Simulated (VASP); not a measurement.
# MgCd3O4 (P4/mmm) in VASP: a series of runs

MgCd3O4 is run at these levels: PBE; tasks: single point.

Everything below comes from runs of VASP 6.6.1. Logs are shortened: lines on timing, memory, paths and dates and some standing lists are left out, and cuts for length are marked.

**1. The cell of the first run**

It takes space group P4/mmm (No. 123, tetragonal). The conventional cell has a = 3.309 Å, b = 3.309 Å, c = 9.329 Å, α = 90.00°, β = 90.00°, γ = 90.00°. Within 2.9 Å of Mg (site symmetry 4/mmm) lie 6 O at 2.16 to 2.34 Å. Cd (site symmetry 4/mmm) has 6 O at 2.34 to 2.50 Å within 3.1 Å. Cd (site symmetry 4mm) has 6 O at 2.27 to 2.39 Å within 3.0 Å. O (site symmetry 4mm) has 1 Mg at 2.16 Å and 5 Cd at 2.34 to 2.50 Å within 2.9 Å. Within 3.0 Å of O (site symmetry 4/mmm) lie 2 Cd at 2.27 Å and 4 Mg at 2.34 Å. O (site symmetry 4/mmm) has 6 Cd at 2.34 to 2.39 Å within 3.1 Å.

**2. Single point, PBE**

Contents of INCAR:

```
PREC     = Accurate       # precision mode
ENCUT    = 520            # plane-wave cutoff, eV
EDIFF    = 1E-7           # SCF threshold, eV
ISMEAR   = 0              # smearing method
SIGMA    = 0.1            # smearing width, eV
LREAL    = F              # projectors in reciprocal space
LASPH    = T              # aspherical terms in the spheres
NELM     = 80             # most SCF steps
ALGO     = Normal         # electronic algorithm
ISIF     = 2              # what is computed and relaxed
LWAVE    = F              # write WAVECAR
LCHARG   = F              # write CHGCAR
GGA      = PE             # functional
NBANDS   = 41             # bands
```

Contents of KPOINTS:

```
Automatic mesh
0
Gamma
  6 6 2
```

Contents of POSCAR:

```
MgCd3O4
1.0
    3.3087398084      0.0000000000      0.0000000000
    0.0000000000      3.3087398084      0.0000000000
    0.0000000000      0.0000000000      9.3285202273
Mg Cd O
1 3 4
Direct
    0.0000000000      0.0000000000      0.5000000000
    0.0000000000      0.0000000000      0.0000000000
    0.5000000000      0.5000000000      0.2566396910
    0.5000000000      0.5000000000      0.7433603090
    0.0000000000      0.0000000000      0.2679729581
    0.5000000000      0.5000000000      0.5000000000
    0.0000000000      0.0000000000      0.7320270419
    0.5000000000      0.5000000000      0.0000000000
```

Potentials or basis: VASP PAW PBE potentials, release 64 (Mg, Cd, O).

The run is started by

```sh
$ cat potpaw_PBE.64/Mg/POTCAR potpaw_PBE.64/Cd/POTCAR potpaw_PBE.64/O/POTCAR > POTCAR
$ mpirun -np 1 vasp_std > vasp.out
```

OUTCAR:

```text
PREC = Accurate
   ENCUT = 520
   EDIFF = 1E-7
   ISMEAR = 0
   LREAL = F
   LASPH = T
   NELM = 80
   ISIF = 2
   GGA = PE

 ion  position               nearest neighbor table
   1  0.000  0.000  0.500-   5 2.16   7 2.16   6 2.34   6 2.34   6 2.34   6 2.34   4 3.26   4 3.26
                             3 3.26   4 3.26   3 3.26   3 3.26   4 3.26   3 3.26
   2  0.000  0.000  0.000-   8 2.34   8 2.34   8 2.34   8 2.34   5 2.50   7 2.50   4 3.35   4 3.35
                             3 3.35   4 3.35   3 3.35   3 3.35   4 3.35   3 3.35
   3  0.500  0.500  0.257-   6 2.27   5 2.34   5 2.34   5 2.34   5 2.34   8 2.39   1 3.26   1 3.26
                             1 3.26   1 3.26   2 3.35   2 3.35   2 3.35   2 3.35
   4  0.500  0.500  0.743-   6 2.27   7 2.34   7 2.34   7 2.34   7 2.34   8 2.39   1 3.26   1 3.26
                             1 3.26   1 3.26   2 3.35   2 3.35   2 3.35   2 3.35
   5  0.000  0.000  0.268-   1 2.16   3 2.34   3 2.34   3 2.34   3 2.34   2 2.50
   6  0.500  0.500  0.500-   3 2.27   4 2.27   1 2.34   1 2.34   1 2.34   1 2.34
   7  0.000  0.000  0.732-   1 2.16   4 2.34   4 2.34   4 2.34   4 2.34   2 2.50
   8  0.500  0.500  0.000-   2 2.34   2 2.34   2 2.34   2 2.34   4 2.39   3 2.39

  LATTYP: Found a simple tetragonal cell.
 ALAT       =     3.3087398084
 C/A-ratio  =     2.8193574495

  Lattice vectors:

 A1 = (   3.3087398084,   0.0000000000,   0.0000000000)
 A2 = (   0.0000000000,   3.3087398084,   0.0000000000)
 A3 = (   0.0000000000,   0.0000000000,   9.3285202273)

Analysis of symmetry for initial positions (statically):
=====================================================================
 Subroutine PRICEL returns:
 Original cell was already a primitive cell.

 Routine SETGRP: Setting up the symmetry group for a
 simple tetragonal supercell.

 Subroutine GETGRP returns: Found 16 space group operations
 (whereof 16 operations were pure point group operations)
 out of a pool of 16 trial point group operations.

The static configuration has the point symmetry D_4h.

Analysis of symmetry for dynamics (positions and initial velocities):
=====================================================================
 Subroutine PRICEL returns:
 Original cell was already a primitive cell.

 Routine SETGRP: Setting up the symmetry group for a
 simple tetragonal supercell.

 Subroutine GETGRP returns: Found 16 space group operations
 (whereof 16 operations were pure point group operations)
 out of a pool of 16 trial point group operations.

The dynamic configuration has the point symmetry D_4h.

 Subroutine INISYM returns: Found 16 space group operations
 (whereof 16 operations are pure point group operations),
 and found     1 'primitive' translations

----------------------------------------------------------------------------------------

                                     Primitive cell

  volume of cell :     102.1264

  direct lattice vectors                    reciprocal lattice vectors
     3.308739808  0.000000000  0.000000000     0.302229869  0.000000000  0.000000000
     0.000000000  3.308739808  0.000000000     0.000000000  0.302229869  0.000000000
     0.000000000  0.000000000  9.328520227     0.000000000  0.000000000  0.107198138

  length of vectors
     3.308739808  3.308739808  9.328520227     0.302229869  0.302229869  0.107198138

  position of ions in fractional coordinates (direct lattice)
     0.000000000  0.000000000  0.500000000
     0.000000000  0.000000000  0.000000000
     0.500000000  0.500000000  0.256639691
     0.500000000  0.500000000  0.743360309
     0.000000000  0.000000000  0.267972958
     0.500000000  0.500000000  0.500000000
     0.000000000  0.000000000  0.732027042
     0.500000000  0.500000000  0.000000000

  ion indices of the primitive-cell ions
   primitive index   ion index
                 1           1
                 2           2
                 3           3
                 4           4
                 5           5
                 6           6
                 7           7
                 8           8

----------------------------------------------------------------------------------------

 KPOINTS: Automatic mesh

Automatic generation of k-mesh.
 Grid dimensions read from file:
 generate k-points for:    6    6    2

 Generating k-lattice:

  Cartesian coordinates                     Fractional coordinates (reciprocal lattice)
     0.050371645  0.000000000  0.000000000     0.166666667  0.000000000  0.000000000
     0.000000000  0.050371645  0.000000000     0.000000000  0.166666667  0.000000000
     0.000000000  0.000000000  0.053599069     0.000000000  0.000000000  0.500000000

  Length of vectors
     0.050371645  0.050371645  0.053599069

  Shift w.r.t. Gamma in fractional coordinates (k-lattice)
     0.000000000  0.000000000  0.000000000

 Subroutine IBZKPT returns following result:
 ===========================================

 Found     20 irreducible k-points:

 Following reciprocal coordinates:
            Coordinates               Weight
  0.000000  0.000000  0.000000      1.000000
  0.166667  0.000000  0.000000      4.000000
  0.333333  0.000000  0.000000      4.000000
  0.500000  0.000000  0.000000      2.000000
  0.166667  0.166667  0.000000      4.000000
  0.333333  0.166667  0.000000      8.000000
[... 12 lines left out ...]
  0.500000  0.333333  0.500000      4.000000
  0.500000  0.500000  0.500000      1.000000
   k-points           NKPTS =     20   k-points in BZ     NKDIM =     20   number of bands    NBANDS=     41
   number of dos      NEDOS =    301   number of ions     NIONS =      8
   total plane-waves  NPLWV =  54880
   dimension x,y,z NGX =    28 NGY =   28 NGZ =   70
   dimension x,y,z NGXF=    56 NGYF=   56 NGZF=  140
   ions per type =               1   3   4
   NGX,Y,Z   is equivalent  to a cutoff of  14.07, 14.07, 12.47 a.u.
   NGXF,Y,Z  is equivalent  to a cutoff of  28.14, 28.14, 24.95 a.u.
 SYSTEM =  unknown system
   PREC   = accura    normal or accurate (medium, high low for compatibility)
   ISTART =      0    job   : 0-new  1-cont  2-samecut
   ICHARG =      2    charge: 1-file 2-atom 10-const
   ISPIN  =      1    spin polarized calculation?
   LNONCOLLINEAR =      F non collinear calculations
   LSORBIT =      F    spin-orbit coupling
   LASPH  =      T    aspherical Exc in radial PAW
   ENCUT  =  520.0 eV  38.22 Ry    6.18 a.u.   6.15  6.15 17.34*2*pi/ulx,y,z
   NELM   =     80;   NELMIN=  2; NELMDL= -5     # of ELM steps
   EDIFF  = 0.1E-06   stopping-criterion for ELM
   LREAL  =      F    real-space projection
   EDIFFG = 0.1E-05   stopping-criterion for IOM
   NSW    =      0    number of steps for IOM
   IBRION =     -1    ionic relax: 0-MD 1-quasi-New 2-CG
   NFREE  =      0    steps in history (QN), initial steepest desc. (CG)
   ISIF   =      2    stress and relaxation
   ISYM   =      2    0-nonsym 1-usesym 2-fastsym
   POTIM  = 0.5000    time-step for ionic-motion
   TEBEG  =    0.0;   TEEND  =   0.0 temperature during run
   PSTRESS=    0.0 pullay stress
   NELECT =      62.0000    total number of electrons
   NUPDOWN=      -1.0000    fix difference up-down
   EMIN   =  10.00;   EMAX   =-10.00  energy-range for DOS
   EFERMI =   0.00;   METHOD = LEGACY
   ISMEAR =     0;   SIGMA  =   0.10  broadening in eV -4-tet -1-fermi 0-gaus
   EFERMI_NEDOS =   21; number of points for ismear=-14 and -15
   IALGO  =     38    algorithm
   IMIX   =      4    mixing-type and parameters
     AMIX     =   0.40;   BMIX     =  1.00
     AMIX_MAG =   1.60;   BMIX_MAG =  1.00
  volume/ion in A,a.u.               =      12.77        86.15
  Fermi-wavevector in a.u.,A,eV,Ry     =   1.386201  2.619539 26.144301  1.921552
  Thomas-Fermi vector in A             =   2.510539
   LORBIT       =      0    0 simple, 1 ext, 2 COOP (PROOUT), +10 PAW based schemes
   GGA     = PE    functional components
   LHFCALC =     F    Hartree Fock is set to
   AEXX    =    0.0000 exact exchange contribution
   IVDW    =     0    specifies the selected vdW correction
   LEPSILON=     F    determine dielectric tensor
   LRPA    =     F    only Hartree local field effects (RPA)
 non-spin polarized calculation
 Gauss-broadening in eV      SIGMA  =   0.10
  energy-cutoff  :      520.00
  volume of cell :      102.13
 maximum number of plane-waves:      2784
 NGX is ok and might be reduce to    28
   NGX = 13   NGY = 13   NGZ = 35

 number of electron      62.0000036 magnetization

 Free energy of the ion-electron system (eV)
  ---------------------------------------------------
  ext. energy  EPLUGINS =         0.00000000
  ---------------------------------------------------
  free energy    TOTEN  =       -34.51078571 eV

  energy without entropy =      -34.50769847  energy(sigma->0) =      -34.50924209

 E-fermi :   2.3248     XC(G=0): -11.2681

 val. band max:        2.2865182004   @ k =   0.5000   0.0000   0.0000
 cond. band min:       3.3372888402   @ k =   0.0000   0.0000   0.5000
 fundamental gap:      1.0507706398
 Fermi energy:         2.3247731293

 k-point     1 :       0.0000    0.0000    0.0000
  band No.  band energies     occupation
      1     -15.3133      2.00000
      2     -14.8696      2.00000
      3     -14.7621      2.00000
      4     -14.1683      2.00000
      5      -5.2721      2.00000
      6      -4.9135      2.00000
[... 33 lines left out ...]
     40      13.7400      0.00000
     41      14.5762      0.00000

 k-point     2 :       0.1667    0.0000    0.0000
  band No.  band energies     occupation
      1     -15.2011      2.00000
      2     -14.7745      2.00000
      3     -14.6686      2.00000
      4     -14.1383      2.00000
      5      -5.2554      2.00000
      6      -5.0786      2.00000
[... 781 lines left out ...]
     40      11.4516      0.00000
     41      11.6520      0.00000

 k-point    20 :       0.5000    0.5000    0.5000
  band No.  band energies     occupation
      1     -14.8745      2.00000
      2     -14.4443      2.00000
      3     -14.4381      2.00000
      4     -13.9449      2.00000
      5      -5.1564      2.00000
      6      -5.1564      2.00000
[... 33 lines left out ...]
     40      11.7262      0.00000
     41      11.7262      0.00000

------------------------ aborting loop because EDIFF is reached ----------------------------------------

  FORCE on cell =-STRESS in cart. coord.  units (eV):
  Direction    XX          YY          ZZ          XY          YZ          ZX
  --------------------------------------------------------------------------------------
  -------------------------------------------------------------------------------------
  Total        0.6471551      0.6471551      0.5554493      0.0000000      0.0000000      0.0000000
  in kB       10.1526868     10.1526868      8.7139899      0.0000000      0.0000000      0.0000000
  external PRESSURE =       9.6731211 kB  Pullay stress =       0.0000000 kB

 VOLUME and BASIS-vectors are now :
 -----------------------------------------------------------------------------
  energy-cutoff  :      520.00
  volume of cell :      102.13
      direct lattice vectors                 reciprocal lattice vectors
     3.308739808  0.000000000  0.000000000     0.302229869  0.000000000  0.000000000
     0.000000000  3.308739808  0.000000000     0.000000000  0.302229869  0.000000000
     0.000000000  0.000000000  9.328520227     0.000000000  0.000000000  0.107198138

 POSITION                                       TOTAL-FORCE (eV/Angst)
 -----------------------------------------------------------------------------------
      0.00000      0.00000      4.66426        -0.000000     -0.000000      0.000000
      0.00000      0.00000      0.00000        -0.000000     -0.000000      0.000000
      1.65437      1.65437      2.39407        -0.000000     -0.000000     -0.026687
      1.65437      1.65437      6.93445        -0.000000      0.000000      0.026687
      0.00000      0.00000      2.49979        -0.000000      0.000000      0.038459
      1.65437      1.65437      4.66426        -0.000000     -0.000000      0.000000
      0.00000      0.00000      6.82873         0.000000     -0.000000     -0.038459
      1.65437      1.65437      0.00000        -0.000000     -0.000000      0.000000
 -----------------------------------------------------------------------------------
    total drift:                                0.000000      0.000000     -0.000000

  FREE ENERGIE OF THE ION-ELECTRON SYSTEM (eV)
  ---------------------------------------------------
  free  energy   TOTEN  =       -34.5107857107 eV

  energy  without entropy=      -34.5076984665  energy(sigma->0) =      -34.50924209
```

Wall time 40 s (1 thread of Intel Xeon 6975P-C (Granite Rapids), shared host); peak memory 0.25 GiB.

What came out:

| Property | Result |
| --- | --- |
| Free energy | -34.5108 eV |
| Pressure | 1.0 GPa |
| Largest force | 0.038 eV/Å |
| Band gap on the k mesh | zero (bands 31 and 32 overlap by 0.21 eV) |

Forces on the atoms (eV/Å):
```
Mg   0.000  0.000  0.000
Cd   0.000  0.000  0.000
Cd   0.000  0.000 -0.027
Cd   0.000  0.000  0.027
O    0.000  0.000  0.038
O    0.000  0.000  0.000
O    0.000  0.000 -0.038
O    0.000  0.000  0.000
```

Levels at points of the mesh, in eV from the Fermi level:
| k point | band 28 | band 29 | band 30 | band 31 | band 32 | band 33 | band 34 | band 35 |
| --- | --- | --- | --- | --- | --- | --- | --- | --- |
| (0.00, 0.00, 0.00) | -1.90 | -1.47 | -1.11 | -1.11 | -0.25 | 2.95 | 3.54 | 5.28 |
| (0.50, 0.00, 0.00) | -0.57 | -0.21 | -0.18 | -0.04 | 4.01 | 4.34 | 5.00 | 5.80 |
| (0.50, 0.50, 0.00) | -2.31 | -2.13 | -2.13 | -1.89 | 3.69 | 3.83 | 6.01 | 7.97 |
| (0.00, 0.00, 0.50) | -1.78 | -1.78 | -1.11 | -1.11 | 1.01 | 1.73 | 3.89 | 5.51 |
| (0.50, 0.00, 0.50) | -0.80 | -0.58 | -0.20 | -0.18 | 4.14 | 4.73 | 4.78 | 5.80 |
| (0.50, 0.50, 0.50) | -2.21 | -2.15 | -2.15 | -1.95 | 3.84 | 4.74 | 4.75 | 7.43 |

Caveat: semilocal functionals underestimate gaps, so a narrow gap can read as zero.

**3. Single point, PBE**

This run uses another cell than the first one, of 15.66 Å³/atom.

Contents of INCAR:

```
PREC = Accurate
ENCUT = 520
EDIFF = 1E-6
ISMEAR = 0
SIGMA = 0.1
LREAL = F
LASPH = T
NELM = 60
ALGO = Normal
ISIF = 2
LWAVE = F
LCHARG = T
GGA = PE
LELF = T
LVHAR = T
NBANDS = 41
```

Contents of KPOINTS:

```
regular mesh
0
Gamma
  6 6 2
```

Contents of POSCAR:

```
MgCd3O4
1.0
    3.5378538500      0.0000000000      0.0000000000
    0.0000000000      3.5378538500      0.0000000000
    0.0000000000      0.0000000000     10.0065617800
Mg Cd O
1 3 4
Direct
    0.0000000000      0.0000000000      0.5000000000
    0.0000000000      0.0000000000      0.0000000000
    0.5000000000      0.5000000000      0.2500000000
    0.5000000000      0.5000000000      0.7500000000
    0.0000000000      0.0000000000      0.2500000000
    0.5000000000      0.5000000000      0.5000000000
    0.0000000000      0.0000000000      0.7500000000
    0.5000000000      0.5000000000      0.0000000000
```

Potentials or basis: VASP PAW PBE potentials, release 64 (Mg, Cd, O).

The run is started by

```sh
$ cat potpaw_PBE.64/Mg/POTCAR potpaw_PBE.64/Cd/POTCAR potpaw_PBE.64/O/POTCAR > POTCAR
$ mpirun -np 1 vasp_std > vasp.out
```

It took 49 s on 1 thread of Intel Xeon 6975P-C (Granite Rapids), shared host; peak memory 0.28 GiB.

It converged, with:

| Item | Value |
| --- | --- |
| Free energy | -33.0399 eV |
| Pressure | -16.0 GPa |
| Largest force | 0.525 eV/Å |
| Band gap on the k mesh | zero (bands 31 and 32 overlap by 0.48 eV) |

Forces in eV/Å, atoms in the order of the input:
```
Mg   0.000  0.000  0.000
Cd   0.000  0.000  0.000
Cd   0.000  0.000  0.013
Cd   0.000  0.000 -0.013
O    0.000  0.000  0.525
O    0.000  0.000  0.000
O    0.000  0.000 -0.525
O    0.000  0.000  0.000
```

Levels at points of the mesh, in eV from the Fermi level:
```csv
k point,band 29,band 30,band 31,band 32,band 33,band 34
"(0.00, 0.00, 0.00)",-0.79,-0.77,-0.77,-0.55,2.81,2.81
"(0.50, 0.00, 0.00)",-0.13,-0.11,-0.08,4.25,4.27,4.40
"(0.50, 0.50, 0.00)",-1.55,-1.54,-1.54,2.97,3.56,4.79
"(0.00, 0.00, 0.50)",-0.93,-0.79,-0.79,1.05,1.22,3.31
"(0.50, 0.00, 0.50)",-0.15,-0.13,-0.11,4.29,4.34,4.43
"(0.50, 0.50, 0.50)",-1.61,-1.54,-1.54,3.74,3.78,3.80
```

Caveat: the cell stands under tension; semilocal functionals underestimate gaps, so a narrow gap can read as zero.
